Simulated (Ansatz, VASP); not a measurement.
# NaB in VASP and in Ansatz

File POSCAR:

```
NaB
1.0
    3.7955640000      0.0000000000      0.0000000000
    1.8977820000      3.2870548457      0.0000000000
    1.8977820000      1.0956849486      3.0990650287
Na B
1 1
Direct
    0.0000000000      0.0000000000      0.0000000000
    0.5000000000      0.5000000000      0.5000000000
```

Contents of INCAR.step1:

```
SYSTEM = NaB
ALGO = Normal
EDIFF = 1E-4
ENCUT = 520
GGA = PE
ISMEAR = 0
LASPH = .True.
LCHARG = .False.
LREAL = .False.
LWAVE = .True.
NBANDS = 12
NELM = 80
PREC = Accurate
SIGMA = 0.05
```

File INCAR.step2:

```
SYSTEM = NaB
ALGO = Normal
EDIFF = 1E-6
ENCUT = 520
ISIF = 2
ISMEAR = 0
ISTART = 1
LASPH = .True.
LCHARG = .False.
LMIXTAU = .True.
LREAL = .False.
LWAVE = .False.
METAGGA = R2SCAN
NBANDS = 12
NELM = 80
PREC = Accurate
SIGMA = 0.05
```

File KPOINTS:

```
k-points
0
Gamma
  11 11 11
  0 0 0
```

Input for Ansatz:

```yaml
crystal:
  lattice:
    - [3.795564, 0.0, 0.0]
    - [1.8977820000000005, 3.287054845689679, 0.0]
    - [1.8977820000000005, 1.0956849485632265, 3.099065028692363]
  atoms:
    - { symbol: Na, position: [0.0, 0.0, 0.0] }
    - { symbol: B, position: [0.5, 0.5000000000000001, 0.49999999999999994] }
kpoints:
  mp_grid:
    grid: [11, 11, 11]
hamiltonian:
  xc: r2scan
scf:
  occupations:
    method: gaussian
    width: 0.05
output:
  stress: true
```

Alike in both runs: task single point; functional r2SCAN; k mesh 11 × 11 × 11; occupations gaussian, width 0.05 eV; no spin polarisation.

|  | VASP | Ansatz |
| --- | --- | --- |
| version | VASP 6.6.1 | Ansatz 0.2.0 |
| potentials or method | VASP PAW PBE potentials, release 64 (Na_pv, B) | plane waves, PAW |
| plane-wave cutoff (eV) | 520 | 500 |
| valence electrons in the cell | 10 | 12 |

|  | VASP | Ansatz | Ansatz less VASP |
| --- | --- | --- | --- |
| pressure (GPa) | -0.3 | -0.2 | +0.18 |

VASP's potentials were made for PBE, not for r2SCAN. VASP's potentials hold 10 valence electrons a cell and Ansatz's 12, so a difference there can come from the potentials and not from the codes.
